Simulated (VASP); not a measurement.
# Cl (R-3m) in VASP: notebook, part 2 of 2

VASP 6.6.1. The steps go on from the part before.

## 3. Single point, PBEsol

This run uses another cell than the first one, of 30.28 Å³/atom.

Contents of INCAR:

```
SYSTEM = Cl
  ALGO = Normal
  EDIFF = 1E-6
  ENCUT = 500
  GGA = PS
  GGA_COMPAT = .False.
  ISIF = 2
  ISMEAR = 0
  LASPH = .True.
  LCHARG = .True.
  LELF = .True.
  LREAL = .False.
  LVHAR = .True.
  LWAVE = .False.
  NBANDS = 54
  NELM = 120
  PREC = Accurate
  SIGMA = 0.1
```

Contents of KPOINTS:

```
k-points
0
Gamma
  3 3 3
  0 0 0
```

Contents of POSCAR:

```
Cl
1.0
    3.9471627711      2.2788954885      6.7314999233
   -3.9471627711      2.2788954885      6.7314999233
    0.0000000000     -4.5577909767      6.7314999233
Cl
12
Direct
    0.0101900000      0.6536100000      0.0101900000
    0.0101900000      0.0101900000      0.6536100000
    0.6536100000      0.0101900000      0.0101900000
    0.9898100000      0.3463900000      0.9898100000
    0.3463900000      0.9898100000      0.9898100000
    0.9898100000      0.9898100000      0.3463900000
    0.2211800000      0.6306000000      0.2211800000
    0.2211800000      0.2211800000      0.6306000000
    0.6306000000      0.2211800000      0.2211800000
    0.7788200000      0.3694000000      0.7788200000
    0.3694000000      0.7788200000      0.7788200000
    0.7788200000      0.7788200000      0.3694000000
```

Potentials or basis: VASP PAW PBE potentials, release 64 (Cl).

Command:

```console
$ cat potpaw_PBE.64/Cl/POTCAR > POTCAR
$ mpirun -np 1 vasp_std > vasp.out
```

OUTCAR:

```text
SYSTEM = Cl
   EDIFF = 1E-6
   ENCUT = 500
   GGA = PS
   ISIF = 2
   ISMEAR = 0
   LASPH = .True.
   LREAL = .False.
   NELM = 120
   PREC = Accurate

 ion  position               nearest neighbor table
   1  0.010  0.654  0.010-
   2  0.010  0.010  0.654-
   3  0.654  0.010  0.010-
   4  0.990  0.346  0.990-
   5  0.346  0.990  0.990-
   6  0.990  0.990  0.346-
   7  0.221  0.631  0.221-
   8  0.221  0.221  0.631-
   9  0.631  0.221  0.221-
  10  0.779  0.369  0.779-
  11  0.369  0.779  0.779-
  12  0.779  0.779  0.369-

  LATTYP: Found a trigonal (rhomboedric) cell.
 ALAT       =     8.1293634318
 COS(alpha) =     0.5284942553

  Lattice vectors:

 A1 = (   3.9471627711,   2.2788954885,   6.7314999233)
 A2 = (  -3.9471627711,   2.2788954885,   6.7314999233)
 A3 = (   0.0000000000,  -4.5577909767,   6.7314999233)

Analysis of symmetry for initial positions (statically):
=====================================================================
 Subroutine PRICEL returns:
 Original cell was already a primitive cell.

 Routine SETGRP: Setting up the symmetry group for a
 trigonal (rhombohedral) supercell.

 Subroutine GETGRP returns: Found 12 space group operations
 (whereof 12 operations were pure point group operations)
 out of a pool of 12 trial point group operations.

The static configuration has the point symmetry D_3d.

Analysis of symmetry for dynamics (positions and initial velocities):
=====================================================================
 Subroutine PRICEL returns:
 Original cell was already a primitive cell.

 Routine SETGRP: Setting up the symmetry group for a
 trigonal (rhombohedral) supercell.

[... 130 lines left out ...]
   GGA     = PS    functional components
   LHFCALC =     F    Hartree Fock is set to
   AEXX    =    0.0000 exact exchange contribution
   IVDW    =     0    specifies the selected vdW correction
   LEPSILON=     F    determine dielectric tensor
   LRPA    =     F    only Hartree local field effects (RPA)
 non-spin polarized calculation
 Gauss-broadening in eV      SIGMA  =   0.10
  energy-cutoff  :      500.00
  volume of cell :      363.31
 maximum number of plane-waves:      9232
   NGX = 29   NGY = 29   NGZ = 29

 number of electron      84.0000005 magnetization

 Free energy of the ion-electron system (eV)
  ---------------------------------------------------
  ext. energy  EPLUGINS =         0.00000000
  ---------------------------------------------------
  free energy    TOTEN  =       -14.15882988 eV

  energy without entropy =      -14.07140687  energy(sigma->0) =      -14.11511838

 E-fermi :  -0.7907     XC(G=0):  -7.5951

 val. band max:       -0.8485069438   @ k =   0.3333   0.3333  -0.0000
 cond. band min:      -0.7709127436   @ k =  -0.3333   0.3333   0.3333
 fundamental gap:      0.0775942002
 Fermi energy:        -0.7906943095

 k-point     1 :       0.0000    0.0000    0.0000
  band No.  band energies     occupation
      1     -16.2654      2.00000
      2     -15.2686      2.00000
      3     -15.0803      2.00000
      4     -15.0803      2.00000
      5     -15.0300      2.00000
      6     -15.0300      2.00000
[... 331 lines left out ...]
     53       7.7777      0.00000
     54       7.9184      0.00000

------------------------ aborting loop because EDIFF is reached ----------------------------------------

  FORCE on cell =-STRESS in cart. coord.  units (eV):
  Direction    XX          YY          ZZ          XY          YZ          ZX
  --------------------------------------------------------------------------------------
  -------------------------------------------------------------------------------------
  Total       -1.9846712     -1.9846712     -6.0907091      0.0000000     -0.0000000      0.0000000
  in kB       -8.7523889     -8.7523889    -26.8599932      0.0000000     -0.0000000      0.0000000
  external PRESSURE =     -14.7882570 kB  Pullay stress =       0.0000000 kB

 VOLUME and BASIS-vectors are now :
 -----------------------------------------------------------------------------
  energy-cutoff  :      500.00
  volume of cell :      363.31
      direct lattice vectors                 reciprocal lattice vectors
     3.947162771  2.278895488  6.731499923     0.126673266  0.073134844  0.049518434
    -3.947162771  2.278895488  6.731499923    -0.126673266  0.073134844  0.049518434
     0.000000000 -4.557790977  6.731499923     0.000000000 -0.146269689  0.049518434

 POSITION                                       TOTAL-FORCE (eV/Angst)
 -----------------------------------------------------------------------------------
     -2.53968      1.46629      4.53696         0.766615     -0.442606     -0.947964
      0.00000     -2.93257      4.53696        -0.000000      0.885211     -0.947964
      2.53968      1.46629      4.53696        -0.766615     -0.442606     -0.947964
      2.53968     -1.46629     15.65754        -0.766615      0.442606      0.947964
     -2.53968     -1.46629     15.65754         0.766615      0.442606      0.947964
      0.00000      2.93257     15.65754        -0.000000     -0.885211      0.947964
     -1.61605      0.93303      7.22263         0.335669     -0.193799     -0.140497
      0.00000     -1.86605      7.22263        -0.000000      0.387597     -0.140497
      1.61605      0.93303      7.22263        -0.335669     -0.193799     -0.140497
      1.61605     -0.93303     12.97187        -0.335669      0.193799      0.140497
     -1.61605     -0.93303     12.97187         0.335669      0.193799      0.140497
      0.00000      1.86605     12.97187        -0.000000     -0.387597      0.140497
 -----------------------------------------------------------------------------------
    total drift:                               -0.000000      0.000000     -0.000000

  FREE ENERGIE OF THE ION-ELECTRON SYSTEM (eV)
  ---------------------------------------------------
  free  energy   TOTEN  =       -14.1588298785 eV

  energy  without entropy=      -14.0714068750  energy(sigma->0) =      -14.11511838
```

OSZICAR:

```text
N       E                     dE             d eps       ncg     rms          rms(c)
DAV:   1     0.645069734061E+03    0.64507E+03   -0.35289E+04   648   0.128E+03
DAV:   2     0.486421637000E+02   -0.59643E+03   -0.58455E+03   922   0.246E+02
DAV:   3    -0.133862063090E+02   -0.62028E+02   -0.60517E+02   728   0.894E+01
DAV:   4    -0.146850504226E+02   -0.12988E+01   -0.12934E+01   728   0.155E+01
DAV:   5    -0.147242216653E+02   -0.39171E-01   -0.39153E-01   740   0.271E+00    0.175E+01
DAV:   6    -0.162024848744E+02   -0.14783E+01   -0.17020E+01   956   0.891E+00    0.136E+01
DAV:   7    -0.143548820970E+02    0.18476E+01   -0.38986E+00   912   0.756E+00    0.933E+00
DAV:   8    -0.141582538084E+02    0.19663E+00   -0.10515E+00   714   0.309E+00    0.110E+00
DAV:   9    -0.141612324777E+02   -0.29787E-02   -0.64561E-02   720   0.950E-01    0.703E-01
DAV:  10    -0.141591021326E+02    0.21303E-02   -0.42688E-03   708   0.230E-01    0.248E-01
DAV:  11    -0.141588037361E+02    0.29840E-03   -0.13075E-03   714   0.131E-01    0.744E-02
DAV:  12    -0.141588236188E+02   -0.19883E-04   -0.14998E-04   748   0.453E-02    0.289E-02
DAV:  13    -0.141588300827E+02   -0.64639E-05   -0.40631E-05   740   0.215E-02    0.113E-02
DAV:  14    -0.141588298785E+02    0.20421E-06   -0.75316E-06   600   0.100E-02
   1 F= -.14158830E+02 E0= -.14115118E+02  d E =-.874230E-01
```

Run time: 4.9 min. Hardware: 1 thread of AMD EPYC 7R13, shared host; peak memory 0.45 GiB.

Results:

| Quantity | Value |
| --- | --- |
| Free energy | -14.1588 eV |
| Pressure | -1.5 GPa |
| Largest force | 1.297 eV/Å |
| Band gap on the k mesh | zero (bands 42 and 43 overlap by 0.22 eV) |

Forces in eV/Å, atoms in the order of the input:
```
Cl   0.767 -0.443 -0.948
Cl   0.000  0.885 -0.948
Cl  -0.767 -0.443 -0.948
Cl  -0.767  0.443  0.948
Cl   0.767  0.443  0.948
Cl   0.000 -0.885  0.948
Cl   0.336 -0.194 -0.140
Cl   0.000  0.388 -0.140
Cl  -0.336 -0.194 -0.140
Cl  -0.336  0.194  0.140
Cl   0.336  0.194  0.140
Cl   0.000 -0.388  0.140
```

Stress tensor (GPa, compression positive):
```
-0.88  0.00  0.00
 0.00 -0.88  0.00
 0.00  0.00 -2.69
```

Caveat: the PAW data sets were made with another functional, which shifts forces and pressure a little.
